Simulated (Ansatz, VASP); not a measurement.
# Ge in VASP and in Ansatz

```xyz
12
Lattice="5.9300 0.0000 0.0000 0.0000 5.9300 0.0000 0.0000 0.0000 6.9800" Properties=species:S:1:pos:R:3 pbc="T T T"
Ge    0.5408    0.5408    0.0000
Ge    2.4242    3.5058    5.2350
Ge    5.3892    5.3892    3.4900
Ge    3.5058    2.4242    1.7450
Ge    1.0259    2.2439    1.7352
Ge    0.7211    3.9909    6.9702
Ge    4.9041    3.6861    5.2252
Ge    5.2089    1.9391    3.4802
Ge    3.9909    0.7211    0.0098
Ge    3.6861    4.9041    1.7548
Ge    1.9391    5.2089    3.4998
Ge    2.2439    1.0259    5.2448
```

Alike in both runs: task single point; functional r2SCAN; k mesh 4 × 4 × 4; occupations gaussian, width 0.1 eV; no spin polarisation.

```csv
,VASP,Ansatz
version,VASP 6.6.1,Ansatz 0.2.0
potentials or method,"VASP PAW PBE potentials, release 64 (Ge_d), cutoff 520 eV","scalar-relativistic, plane waves, PAW"
valence electrons in the cell,168,168
```

```csv
,VASP,Ansatz,Ansatz less VASP
gap on the k mesh at the Fermi level (eV),1.22,1.23,+0.009
least direct gap on the mesh (eV),1.46,1.47,+0.009
pressure (GPa),1.3,1.2,-0.02
"traceless stress, the component that is largest in VASP (GPa)",0.42,0.44,+0.018
rms of the force components (eV/Å),0.102,0.104,+0.0018
```

VASP's potentials were made for PBE, not for r2SCAN. Atom by atom the forces differ by 0.003 eV/Å (rms over components). With one functional, cell and mesh, what is left measures potentials, basis and numerics.
